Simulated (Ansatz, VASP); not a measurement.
## One calculation of Ti2Nb2Ge, two programs

INCAR

```
PREC = Accurate
ENCUT = 520
EDIFF = 1E-6
ISMEAR = 0
SIGMA = 0.1
LREAL = F
LASPH = T
NELM = 80
ALGO = Normal
ISIF = 2
LWAVE = F
LCHARG = F
GGA = PE
NBANDS = 40
```

The input KPOINTS:

```
Automatic mesh
0
Gamma
  6 6 6
```

File POSCAR:

```
Ti2Nb2Ge
1.0
   -1.9426446429      1.9426446429      5.0970379245
    1.9426446429     -1.9426446429      5.0970379245
    1.9426446429      1.9426446429     -5.0970379245
Ti Nb Ge
2 2 1
Direct
    0.2500000000      0.7500000000      0.5000000000
    0.7500000000      0.2500000000      0.5000000000
    0.6260000000      0.6260000000      0.0000000000
    0.3740000000      0.3740000000      0.0000000000
    0.0000000000      0.0000000000      0.0000000000
```

Input for Ansatz:

```yaml
crystal:
  lattice:
    - [-1.9426446429, 1.9426446429, 5.0970379245]
    - [1.9426446429, -1.9426446429, 5.0970379245]
    - [1.9426446429, 1.9426446429, -5.0970379245]
  atoms:
    - { symbol: Ti, position: [0.25, 0.75, 0.5] }
    - { symbol: Ti, position: [0.75, 0.25, 0.5] }
    - { symbol: Nb, position: [0.626, 0.626, 0.0] }
    - { symbol: Nb, position: [0.374, 0.374, 0.0] }
    - { symbol: Ge, position: [0.0, 0.0, 0.0] }
basis:
  ecutwfc: 420
kpoints:
  mp_grid: { grid: [6, 6, 6] }
hamiltonian:
  xc: pbe
scf:
  occupations: { method: gaussian, width: 0.1 }
  lower_state_search: "off"
output:
  forces: true
  stress: true
  eigenvalues: true
```

Alike in both runs: task single point; functional PBE; k mesh 6 × 6 × 6; occupations gaussian, width 0.1 eV; no spin polarisation.

|  | VASP | Ansatz |
| --- | --- | --- |
| version | VASP 6.6.1 | Ansatz 0.2.0 |
| potentials or method | VASP PAW PBE potentials, release 64 (Ti_sv, Nb_sv, Ge_d), cutoff 520 eV | scalar-relativistic, plane waves, PAW |
| valence electrons in the cell | 64 | 64 |

VASP gave:

| Quantity | Value |
| --- | --- |
| gap on the k mesh at the Fermi level (eV) | none |
| rms of the force components (eV/Å) | 1.834 |

Q: Which values does Ansatz return?

A: gap on the k mesh at the Fermi level (eV): none; rms of the force components (eV/Å): 1.809.

Atom by atom the forces differ by 0.025 eV/Å (rms over components). A gap of «none» marks a metal or a gap that the smearing closes.

The k mesh is coarse, so the values compare programs but aren't converged.
